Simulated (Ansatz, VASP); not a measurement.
Hg in VASP and in Ansatz

Contents of INCAR:

```
SYSTEM = Hg
ALGO = Fast
EDIFF = 1E-6
ENCUT = 520
GGA = PE
ISIF = 2
ISMEAR = 0
LASPH = .TRUE.
LCHARG = .FALSE.
LREAL = .FALSE.
LWAVE = .FALSE.
NBANDS = 19
NELM = 60
PREC = Accurate
SIGMA = 0.05
```

The input KPOINTS:

```
k-points
0
G
  12 12 6
  0 0 0
```

Contents of POSCAR:

```
Hg
1.0
    3.2792623136      0.0000000000      0.0000000000
   -1.6396311568      2.8399244693      0.0000000000
    0.0000000000      0.0000000000      5.1981801857
Hg
2
Direct
    0.6666666700      0.3333333300      0.7500000000
    0.3333333300      0.6666666700      0.2500000000
```

Input for Ansatz:

```yaml
crystal:
  lattice:
    - [3.2792623136, 0.0, 0.0]
    - [-1.6396311568, 2.8399244693, 0.0]
    - [0.0, 0.0, 5.1981801857]
  atoms:
    - { symbol: Hg, position: [0.66666667, 0.33333333, 0.75] }
    - { symbol: Hg, position: [0.33333333, 0.66666667, 0.25] }
basis:
  ecutwfc: 500
  fft_grid_basis: typed
kpoints:
  mp_grid: { grid: [12, 12, 6] }
hamiltonian:
  xc: pbe
  pseudopotentials: { kind: paw }
scf:
  occupations: { method: gaussian, width: 0.05 }
output:
  forces: true
  stress: true
  eigenvalues: true
  bader: true
  write_density: true
  volumetric_format: npy
  elf: true
```

Alike in both runs: task single point; functional PBE; k mesh 12 × 12 × 6; occupations gaussian, width 0.05 eV; no spin polarisation.

|  | VASP | Ansatz |
| --- | --- | --- |
| version | VASP 6.6.1 | Ansatz 0.2.0 |
| potentials or method | VASP PAW PBE potentials, release 64 (Hg), cutoff 520 eV | scalar-relativistic, plane waves, PAW |
| valence electrons in the cell | 24 | 40 |

|  | VASP | Ansatz | Ansatz less VASP |
| --- | --- | --- | --- |
| gap on the k mesh at the Fermi level (eV) | none | none | - |
| pressure (GPa) | 4.0 | 3.7 | -0.30 |
| traceless stress, the component that is largest in VASP (GPa) | 0.08 | 0.07 | -0.012 |

A gap of «none» marks a metal or a gap that the smearing closes. VASP's potentials hold 24 valence electrons a cell and Ansatz's 40, so a difference there can come from the potentials and not from the codes.

Neither program's run includes spin-orbit coupling.
